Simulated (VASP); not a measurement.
Here is a VASP 6.6.1 calculation.

File POSCAR:

```
HgTe
1.0
    4.9140374144      0.0000000000      0.0000000000
   -2.4570187072      4.2556812360      0.0000000000
    0.0000000000      0.0000000000      7.3373438441
Hg Te
2 2
Direct
    0.3333333333      0.6666666667      0.2500000000
    0.6666666667      0.3333333333      0.7500000000
    0.6666666667      0.3333333333      0.2500000000
    0.3333333333      0.6666666667      0.7500000000
```

INCAR.step1

```
SYSTEM = HgTe
PREC = Accurate
ENCUT = 520
ISMEAR = -1
SIGMA = 0.02
LREAL = .False.
LASPH = .True.
NELM = 60
NBANDS = 26
GGA = PE
ALGO = Normal
EDIFF = 1E-4
LWAVE = .True.
LCHARG = .False.
```

INCAR.step2

```
SYSTEM = HgTe
PREC = Accurate
ENCUT = 520
EDIFF = 1E-7
ISMEAR = -1
SIGMA = 0.02
LREAL = .False.
LASPH = .True.
NELM = 60
ALGO = Normal
ISIF = 2
LWAVE = .False.
LCHARG = .False.
METAGGA = R2SCAN
LMIXTAU = .True.
NBANDS = 26
ISTART = 1
```

The input KPOINTS:

```
Automatic mesh
0
Gamma
  6 6 4
  0 0 0
```

Potentials or basis: VASP PAW PBE potentials, release 64 (Hg, Te).

Run with:

```console
$ cat potpaw_PBE.64/Hg/POTCAR potpaw_PBE.64/Te/POTCAR > POTCAR
$ cp INCAR.step1 INCAR
$ mpirun -np 1 vasp_std > vasp.out
$ cp INCAR.step2 INCAR
$ mpirun -np 1 vasp_std > vasp.out
```

What does it give for the band gap on the k mesh?

Zero (band 18 reaches 1.45 eV, above the bottom of band 19 at 1.27 eV).

What does it give for the pressure?

-1.8 GPa.

Stress tensor (GPa, compression positive):
```
-2.31  0.00  0.00
 0.00 -2.31  0.00
 0.00  0.00 -0.76
```

Caveat: the PAW data sets were made with another functional, which shifts forces and pressure a little; spin-orbit coupling is left out, which moves the levels of the heavy elements.
